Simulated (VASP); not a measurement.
Re: single point with RPBE+D4

The system is Re.

```
Re
1.0
     2.70444    0.00000    0.00000
    -1.35222    2.34211    0.00000
     0.00000    0.00000    4.36719
Re
2
Direct
  0.66667 0.33333 0.75000
  0.33333 0.66667 0.25000
```

- Program: VASP 6.6.1
- Task: single point
- Functional: RPBE
- Dispersion: D4
- Potentials or basis: VASP PAW PBE potentials, release 64 (Re)
- Cutoff: 520 eV
- k mesh: 11 × 11 × 6
- Occupations: fermi-dirac, width 0.05 eV
- Spin: no spin polarisation
- Dipole correction: no
- Further INCAR settings: ALGO = Normal; EDIFF = 1e-07; NBANDS = 14

```json
{
 "Pressure": "23.3 GPa",
 "Band gap on the k mesh": "zero (bands 7 and 8 overlap by 3.42 eV)",
 "Dispersion energy per atom": "-1.295 eV"
}
```

Stress tensor (GPa, compression positive):
```
23.13  0.00  0.00
 0.00 23.13  0.00
 0.00  0.00 23.56
```

Levels at points of the mesh, in eV from the Fermi level:
```csv
k point,band 3,band 4,band 5,band 6,band 7,band 8,band 9,band 10,band 11,band 12
"(0.00, 0.00, 0.00)",-1.77,-1.77,-1.76,-0.84,-0.84,0.17,0.17,0.73,3.64,3.64
"(0.00, 0.00, 0.50)",-2.58,-2.58,-1.91,-1.91,-1.91,-1.91,2.77,2.77,2.77,2.77
```

Run time: 38 s on 1 thread of Intel Xeon 8259CL (shared host), peak memory 0.15 GiB.

Caveat: the cell stands under pressure; the dispersion term is far too large for a dense solid, which distorts pressure and volume; the PAW data sets were made with another functional, which shifts forces and pressure a little; spin-orbit coupling is left out, which moves the levels of the heavy elements.
